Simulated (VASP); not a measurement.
# TaN (Fm-3m) in VASP: notebook

The runs below take TaN through relaxation of cell and atoms, single point, with r2SCAN, PBEsol+D3(BJ), PBEsol+D4.

All numbers are computed with VASP 6.6.1; they aren't measurements. Logs are shortened: lines on timing, memory, paths and dates and some standing lists are left out, and cuts for length are marked.

## (1) The cell of the first run

It takes space group Fm-3m (No. 225, cubic). Conventional cell: a = 4.423 Å, b = 4.423 Å, c = 4.423 Å, α = 90.00°, β = 90.00°, γ = 90.00°. Ta (site symmetry m-3m) has 6 N at 2.21 Å within 2.9 Å. Within 2.9 Å of N (site symmetry m-3m) lie 6 Ta at 2.21 Å.

## (2) Relaxation of cell and atoms, r2SCAN, target pressure 10 GPa, at which the enthalpy is minimised

File POSCAR:

```
TaN
1.0
    0.0000000000      2.2113230000      2.2113230000
    2.2113230000      0.0000000000      2.2113230000
    2.2113230000      2.2113230000      0.0000000000
Ta N
1 1
Direct
    0.5000000000      0.5000000000      0.5000000000
    0.0000000000      0.0000000000      0.0000000000
```

File INCAR.step1:

```
SYSTEM = TaN
ALGO     = Normal         ! electronic algorithm
EDIFF    = 1E-4           ! SCF threshold, eV
ENCUT    = 600            ! plane-wave cutoff, eV
GGA      = PE             ! functional
ISMEAR   = -1             ! smearing method
LASPH    = .True.         ! aspherical terms in the spheres
LCHARG   = .False.        ! write CHGCAR
LREAL    = .False.        ! projectors in reciprocal space
LWAVE    = .True.         ! write WAVECAR
NELM     = 80             ! most SCF steps
PREC     = Accurate       ! precision mode
SIGMA    = 0.05           ! smearing width, eV
```

File INCAR.step2:

```
SYSTEM = TaN
ALGO     = Normal         ! electronic algorithm
EDIFF    = 1E-6           ! SCF threshold, eV
EDIFFG   = -0.01          ! ionic threshold
ENCUT    = 600            ! plane-wave cutoff, eV
IBRION   = 2              ! ionic algorithm
ISIF     = 3              ! what is computed and relaxed
ISMEAR   = -1             ! smearing method
ISTART   = 1            
LASPH    = .True.         ! aspherical terms in the spheres
LCHARG   = .False.        ! write CHGCAR
LMIXTAU  = .True.       
LREAL    = .False.        ! projectors in reciprocal space
LWAVE    = .False.        ! write WAVECAR
METAGGA  = R2SCAN         ! meta-GGA
NELM     = 80             ! most SCF steps
NSW      = 60             ! ionic steps
PREC     = Accurate       ! precision mode
PSTRESS  = 100.0        
SIGMA    = 0.05           ! smearing width, eV
```

File KPOINTS:

```
k-points
0
Gamma
  10 10 10
  0 0 0
```

Potentials or basis: VASP PAW PBE potentials, release 64 (Ta_pv, N).

Started as:

```sh
> cat potpaw_PBE.64/Ta_pv/POTCAR potpaw_PBE.64/N/POTCAR > POTCAR
> cp INCAR.step1 INCAR
> mpirun -np 1 vasp_std > vasp.out
> cp INCAR.step2 INCAR
> mpirun -np 1 vasp_std > vasp.out
```

OUTCAR:

```text
SYSTEM = TaN
   EDIFF = 1E-6
   EDIFFG = -0.01
   ENCUT = 600
   IBRION = 2
   ISIF = 3
   ISMEAR = -1
   ISTART = 1
   LASPH = .True.
   LREAL = .False.
   METAGGA = R2SCAN
   NELM = 80
   NSW = 60
   PREC = Accurate
   PSTRESS = 100.0

 ion  position               nearest neighbor table
   1  0.500  0.500  0.500-   2 2.21   2 2.21   2 2.21   2 2.21   2 2.21   2 2.21
   2  0.000  0.000  0.000-   1 2.21   1 2.21   1 2.21   1 2.21   1 2.21   1 2.21

  LATTYP: Found a face centered cubic cell.
 ALAT       =     4.4226460000

  Lattice vectors:

 A1 = (   0.0000000000,   2.2113230000,   2.2113230000)
 A2 = (   2.2113230000,   0.0000000000,   2.2113230000)
 A3 = (   2.2113230000,   2.2113230000,   0.0000000000)

Analysis of symmetry for initial positions (statically):
=====================================================================
 Subroutine PRICEL returns:
 Original cell was already a primitive cell.

 Routine SETGRP: Setting up the symmetry group for a
 face centered cubic supercell.

 Subroutine GETGRP returns: Found 48 space group operations
 (whereof 48 operations were pure point group operations)
 out of a pool of 48 trial point group operations.

The static configuration has the point symmetry O_h .

Analysis of symmetry for dynamics (positions and initial velocities):
=====================================================================
 Subroutine PRICEL returns:
 Original cell was already a primitive cell.

 Routine SETGRP: Setting up the symmetry group for a
 face centered cubic supercell.

 Subroutine GETGRP returns: Found 48 space group operations
 (whereof 48 operations were pure point group operations)
 out of a pool of 48 trial point group operations.

The dynamic configuration has the point symmetry O_h .

 Subroutine INISYM returns: Found 48 space group operations
 (whereof 48 operations are pure point group operations),
 and found     1 'primitive' translations

----------------------------------------------------------------------------------------

                                     Primitive cell

  volume of cell :      21.6265

  direct lattice vectors                    reciprocal lattice vectors
     0.000000000  2.211323000  2.211323000    -0.226108985  0.226108985  0.226108985
     2.211323000  0.000000000  2.211323000     0.226108985 -0.226108985  0.226108985
     2.211323000  2.211323000  0.000000000     0.226108985  0.226108985 -0.226108985

  length of vectors
     3.127282977  3.127282977  3.127282977     0.391632251  0.391632251  0.391632251

  position of ions in fractional coordinates (direct lattice)
     0.500000000  0.500000000  0.500000000
     0.000000000  0.000000000  0.000000000

  ion indices of the primitive-cell ions
   primitive index   ion index
                 1           1
                 2           2

----------------------------------------------------------------------------------------

 KPOINTS: k-points

Automatic generation of k-mesh.
 Grid dimensions read from file:
 generate k-points for:   10   10   10

 Generating k-lattice:

  Cartesian coordinates                     Fractional coordinates (reciprocal lattice)
    -0.022610899  0.022610899  0.022610899     0.100000000  0.000000000  0.000000000
     0.022610899 -0.022610899  0.022610899     0.000000000  0.100000000  0.000000000
     0.022610899  0.022610899 -0.022610899     0.000000000  0.000000000  0.100000000

  Length of vectors
     0.039163225  0.039163225  0.039163225

  Shift w.r.t. Gamma in fractional coordinates (k-lattice)
     0.000000000  0.000000000  0.000000000

 Subroutine IBZKPT returns following result:
 ===========================================

 Found     47 irreducible k-points:

 Following reciprocal coordinates:
            Coordinates               Weight
  0.000000  0.000000  0.000000      1.000000
  0.100000  0.000000  0.000000      8.000000
  0.200000  0.000000  0.000000      8.000000
  0.300000  0.000000  0.000000      8.000000
  0.400000  0.000000  0.000000      8.000000
  0.500000  0.000000  0.000000      4.000000
[... 16 lines left out ...]
  0.300000  0.300000  0.000000      6.000000
  0.400000  0.300000  0.000000     24.000000
 [... further k-points ...]
   k-points           NKPTS =     47   k-points in BZ     NKDIM =     47   number of bands    NBANDS=     12
   number of dos      NEDOS =    301   number of ions     NIONS =      2
   total plane-waves  NPLWV =  21952
   dimension x,y,z NGX =    28 NGY =   28 NGZ =   28
   dimension x,y,z NGXF=    56 NGYF=   56 NGZF=   56
   ions per type =               1   1
   NGX,Y,Z   is equivalent  to a cutoff of  14.88, 14.88, 14.88 a.u.
   NGXF,Y,Z  is equivalent  to a cutoff of  29.77, 29.77, 29.77 a.u.
 SYSTEM =  TaN
   PREC   = accura    normal or accurate (medium, high low for compatibility)
   ISTART =      1    job   : 0-new  1-cont  2-samecut
   ICHARG =      0    charge: 1-file 2-atom 10-const
   ISPIN  =      1    spin polarized calculation?
   LNONCOLLINEAR =      F non collinear calculations
   LSORBIT =      F    spin-orbit coupling
   LASPH  =      T    aspherical Exc in radial PAW
   ENCUT  =  600.0 eV  44.10 Ry    6.64 a.u.   6.25  6.25  6.25*2*pi/ulx,y,z
   NELM   =     80;   NELMIN=  2; NELMDL=  0     # of ELM steps
   EDIFF  = 0.1E-05   stopping-criterion for ELM
   LREAL  =      F    real-space projection
   EDIFFG = -.1E-01   stopping-criterion for IOM
   NSW    =     60    number of steps for IOM
   IBRION =      2    ionic relax: 0-MD 1-quasi-New 2-CG
   NFREE  =      1    steps in history (QN), initial steepest desc. (CG)
   ISIF   =      3    stress and relaxation
   ISYM   =      2    0-nonsym 1-usesym 2-fastsym
   POTIM  = 0.5000    time-step for ionic-motion
   TEBEG  =    0.0;   TEEND  =   0.0 temperature during run
   PSTRESS=  100.0 pullay stress
   NELECT =      16.0000    total number of electrons
   NUPDOWN=      -1.0000    fix difference up-down
   EMIN   =  10.00;   EMAX   =-10.00  energy-range for DOS
   EFERMI =   0.00;   METHOD = LEGACY
   ISMEAR =    -1;   SIGMA  =   0.05  broadening in eV -4-tet -1-fermi 0-gaus
   EFERMI_NEDOS =   21; number of points for ismear=-14 and -15
   IALGO  =     38    algorithm
   IMIX   =      4    mixing-type and parameters
     AMIX     =   0.40;   BMIX     =  1.00
     AMIX_MAG =   1.60;   BMIX_MAG =  1.00
  volume/ion in A,a.u.               =      10.81        72.97
  Fermi-wavevector in a.u.,A,eV,Ry     =   1.480651  2.798024 29.828417  2.192327
  Thomas-Fermi vector in A             =   2.594659
   LORBIT       =      0    0 simple, 1 ext, 2 COOP (PROOUT), +10 PAW based schemes
   METAGGA = R2SCAN    functional components
   LHFCALC =     F    Hartree Fock is set to
   AEXX    =    0.0000 exact exchange contribution
   IVDW    =     0    specifies the selected vdW correction
   LEPSILON=     F    determine dielectric tensor
   LRPA    =     F    only Hartree local field effects (RPA)
 conjugate gradient relaxation of ions
 non-spin polarized calculation
  energy-cutoff  :      600.00
  volume of cell :       21.63
 maximum number of plane-waves:       740
 NGX is ok and might be reduce to    28
   NGX = 13   NGY = 13   NGZ = 13

--------------------------------------- Ionic step        1  -------------------------------------------

 number of electron      15.9999999 magnetization

 Free energy of the ion-electron system (eV)
  ---------------------------------------------------
  ext. energy  EPLUGINS =         0.00000000
  ---------------------------------------------------
  free energy    TOTEN  =       -59.63820333 eV

  energy without entropy =      -59.63237132  energy(sigma->0) =      -59.63528733

------------------------ aborting loop because EDIFF is reached ----------------------------------------

  FORCE on cell =-STRESS in cart. coord.  units (eV):
  Direction    XX          YY          ZZ          XY          YZ          ZX
  --------------------------------------------------------------------------------------
  -------------------------------------------------------------------------------------
  Total       -0.5864044     -0.5864044     -0.5864044      0.0000000      0.0000000     -0.0000000
  in kB      -43.4431478    -43.4431478    -43.4431478      0.0000000      0.0000000     -0.0000000
  external PRESSURE =    -143.4431478 kB  Pullay stress =     100.0000000 kB

 VOLUME and BASIS-vectors are now :
 -----------------------------------------------------------------------------
  energy-cutoff  :      600.00
  volume of cell :       21.63
      direct lattice vectors                 reciprocal lattice vectors
     0.000000000  2.211323000  2.211323000    -0.226108985  0.226108985  0.226108985
     2.211323000  0.000000000  2.211323000     0.226108985 -0.226108985  0.226108985
     2.211323000  2.211323000  0.000000000     0.226108985  0.226108985 -0.226108985
[... 8 lines left out ...]
  FREE ENERGIE OF THE ION-ELECTRON SYSTEM (eV)
  ---------------------------------------------------
  free  energy   TOTEN  =       -59.6382033294 eV

  energy  without entropy=      -59.6323713241  energy(sigma->0) =      -59.63528733

  enthalpy is  TOTEN    =       -58.2883830071 eV   P V=        1.3498203223

--------------------------------------- Ionic step        2  -------------------------------------------

 number of electron      16.0000001 magnetization

 E-fermi :  11.1243     XC(G=0): -15.2869

 val. band max:       10.9872349557   @ k =  -0.3000   0.4000   0.2000
 cond. band min:      11.1628490600   @ k =  -0.3000   0.3000   0.1000
 fundamental gap:      0.1756141043
 Fermi energy:        11.1242869715

 k-point     1 :       0.0000    0.0000    0.0000
  band No.  band energies     occupation
      1     -25.8052      2.00000
      2     -25.8052      2.00000
      3     -25.8052      2.00000
      4      -9.9851      2.00000
      5       6.5892      2.00000
      6       6.5892      2.00000
      7       6.5892      2.00000
      8       8.5453      2.00000
      9       8.5453      2.00000
     10       8.5453      2.00000
     11      11.2382      0.18581
     12      11.2382      0.18581

 k-point     2 :       0.1000    0.0000    0.0000
  band No.  band energies     occupation
      1     -25.9555      2.00000
      2     -25.8169      2.00000
      3     -25.8169      2.00000
      4      -9.6685      2.00000
      5       5.3672      2.00000
      6       5.6932      2.00000
      7       5.6932      2.00000
      8       8.9767      2.00000
      9       8.9767      2.00000
     10       9.0876      2.00000
     11      12.3529      0.00000
     12      12.3529      0.00000
[... 397 lines left out ...]
  FREE ENERGIE OF THE ION-ELECTRON SYSTEM (eV)
  ---------------------------------------------------
  free  energy   TOTEN  =       -59.6266662249 eV

  energy  without entropy=      -59.6211561191  energy(sigma->0) =      -59.62391117

  enthalpy is  TOTEN    =       -58.3272630302 eV   P V=        1.2994031947

--------------------------------------- Ionic step        4  -------------------------------------------

 number of electron      16.0000001 magnetization

 Free energy of the ion-electron system (eV)
  ---------------------------------------------------
  ext. energy  EPLUGINS =         0.00000000
  ---------------------------------------------------
  free energy    TOTEN  =       -59.62492088 eV

  energy without entropy =      -59.61942717  energy(sigma->0) =      -59.62217403

 E-fermi :   9.8960     XC(G=0): -14.6032

 val. band max:        9.7826932410   @ k =  -0.2000   0.2000   0.0000
 cond. band min:       9.9333734307   @ k =  -0.3000   0.3000   0.1000
 fundamental gap:      0.1506801897
 Fermi energy:         9.8959755740

 k-point     1 :       0.0000    0.0000    0.0000
  band No.  band energies     occupation
      1     -27.2490      2.00000
      2     -27.2490      2.00000
      3     -27.2490      2.00000
      4     -10.3299      2.00000
      5       5.6666      2.00000
      6       5.6666      2.00000
      7       5.6666      2.00000
      8       7.6366      2.00000
      9       7.6366      2.00000
     10       7.6366      2.00000
     11       9.9976      0.23165
     12       9.9976      0.23164

 k-point     2 :       0.1000    0.0000    0.0000
  band No.  band energies     occupation
      1     -27.3481      2.00000
      2     -27.2575      2.00000
      3     -27.2575      2.00000
      4     -10.0757      2.00000
      5       4.5348      2.00000
      6       4.8943      2.00000
      7       4.8943      2.00000
      8       8.0133      2.00000
      9       8.0133      2.00000
     10       8.0884      2.00000
     11      10.9597      0.00000
     12      10.9597      0.00000
[... 352 lines left out ...]
 POSITION                                       TOTAL-FORCE (eV/Angst)
 -----------------------------------------------------------------------------------
      2.18243      2.18243      2.18243         0.000000      0.000000      0.000000
      4.36486      4.36486      4.36486        -0.000000     -0.000000     -0.000000
 -----------------------------------------------------------------------------------
    total drift:                                0.000000      0.000000      0.000000

  FREE ENERGIE OF THE ION-ELECTRON SYSTEM (eV)
  ---------------------------------------------------
  free  energy   TOTEN  =       -59.6249208844 eV

  energy  without entropy=      -59.6194271662  energy(sigma->0) =      -59.62217403

  enthalpy is  TOTEN    =       -58.3273256335 eV   P V=        1.2975952509

 reached required accuracy - stopping structural energy minimisation
```

Run time: 5 min. Hardware: 1 thread of AMD EPYC 9R45 (Zen 5), shared host; peak memory 0.16 GiB.

What came out:

| Item | Value |
| --- | --- |
| Free energy | -59.6249 eV |
| Relaxed volume | 10.39 Å³/atom |
| Relaxed cell | a = 3.086 Å, b = 3.086 Å, c = 3.086 Å, α = 60.00°, β = 60.00°, γ = 60.00° |
| Space group after relaxing (to 0.05 Å) | Fm-3m (No. 225) |
| Energy change on relaxing (the enthalpy is what falls) | +6.6 meV/atom |
| Ionic steps | 4 |
| Pressure after relaxing | 9.9 GPa |
| Band gap on the k mesh | zero (band 8 reaches 11.86 eV, above the bottom of band 9 at 7.64 eV) |

Step by step:
```
step  energy change (eV)  largest force (eV/Å)  pressure (GPa)  volume (Å³)
   1              0.0000                0.0000           -4.34        21.63
   2              0.4399                0.0000           61.14        18.74
   3              0.0115                0.0000            9.37        20.82
   4              0.0133                0.0000            9.94        20.79
```

Final structure:
```
Ta N
1.0
     0.00000    2.18243    2.18243
     2.18243    0.00000    2.18243
     2.18243    2.18243    0.00000
Ta N
1 1
Direct
  0.50000 0.50000 0.50000
  0.00000 0.00000 0.00000
```

Caveat: the cell is relaxed towards a set pressure, so the enthalpy falls and the energy may rise; the PAW data sets were made with another functional, which shifts forces and pressure a little; spin-orbit coupling is left out, which moves the levels of the heavy elements.

## (3) Relaxation of cell and atoms, r2SCAN, target pressure 20 GPa, at which the enthalpy is minimised

POSCAR is that of step 2.

File INCAR.step1:

```
SYSTEM = TaN
  ALGO = Normal
  EDIFF = 1E-4
  ENCUT = 600
  GGA = PE
  ISMEAR = -1
  LASPH = .TRUE.
  LCHARG = .FALSE.
  LREAL = .FALSE.
  LWAVE = .TRUE.
  NELM = 100
  PREC = Accurate
  SIGMA = 0.05
```

File INCAR.step2:

```
SYSTEM = TaN
  ALGO = Normal
  EDIFF = 1E-7
  EDIFFG = -0.01
  ENCUT = 600
  IBRION = 2
  ISIF = 3
  ISMEAR = -1
  ISTART = 1
  LASPH = .TRUE.
  LCHARG = .FALSE.
  LMIXTAU = .TRUE.
  LREAL = .FALSE.
  LWAVE = .FALSE.
  METAGGA = R2SCAN
  NELM = 100
  NSW = 60
  PREC = Accurate
  PSTRESS = 200.0
  SIGMA = 0.05
```

File KPOINTS:

```
k-points
0
G
  10 10 10
  0 0 0
```

Potentials or basis: VASP PAW PBE potentials, release 64 (Ta_pv, N).

Started as:

```sh
> cat potpaw_PBE.64/Ta_pv/POTCAR potpaw_PBE.64/N/POTCAR > POTCAR
> cp INCAR.step1 INCAR
> mpirun -np 1 vasp_std > vasp.out
> cp INCAR.step2 INCAR
> mpirun -np 1 vasp_std > vasp.out
```

It took 7.7 min on 1 thread of AMD EPYC 9R45 (Zen 5), shared host; peak memory 0.16 GiB.

The run converged. Its results:

```yaml
Free_energy: -59.5779 eV
Relaxed_volume: 10.14 Å³/atom
Relaxed_cell: a = 3.061 Å, b = 3.061 Å, c = 3.061 Å, α = 60.00°, β = 60.00°, γ = 60.00°
Space_group_after_relaxing_to_0.05_Å: Fm-3m (No. 225)
Energy_change_on_relaxing_the_enthalpy_is_what_falls: +30.1 meV/atom
Ionic_steps: 5
Pressure_after_relaxing: 20.1 GPa
Band_gap_on_the_k_mesh: zero (band 8 reaches 12.23 eV, above the bottom of band 9 at 7.85 eV)
```

Step by step:
```
step  energy change (eV)  largest force (eV/Å)  pressure (GPa)  volume (Å³)
   1              0.0000                0.0000           -4.32        21.63
   2              1.5519                0.0000          137.73        16.89
   3              0.0483                0.0000           17.99        20.39
   4              0.0571                0.0000           19.58        20.31
   5              0.0603                0.0000           20.13        20.29
```

Final structure:
```
Ta N
1.0
     0.00000    2.16463    2.16463
     2.16463    0.00000    2.16463
     2.16463    2.16463    0.00000
Ta N
1 1
Direct
  0.50000 0.50000 0.50000
  0.00000 0.00000 0.00000
```

Levels at points of the mesh, in eV from the Fermi level:
| k point | band 4 | band 5 | band 6 | band 7 | band 8 | band 9 | band 10 | band 11 | band 12 |
| --- | --- | --- | --- | --- | --- | --- | --- | --- | --- |
| (0.00, 0.00, 0.00) | -20.44 | -4.30 | -4.30 | -4.30 | -2.33 | -2.33 | -2.33 | 0.10 | 0.10 |
| (0.50, 0.00, 0.00) | -17.12 | -11.26 | -8.38 | -8.38 | 2.05 | 2.05 | 2.20 | 4.22 | 8.32 |
| (0.50, 0.50, 0.00) | -19.20 | -7.20 | -5.99 | -5.13 | -5.13 | 2.33 | 3.79 | 3.79 | 5.21 |

Caveat: the cell is relaxed towards a set pressure, so the enthalpy falls and the energy may rise; the PAW data sets were made with another functional, which shifts forces and pressure a little; spin-orbit coupling is left out, which moves the levels of the heavy elements.

(Continued in part 2 of 2.)
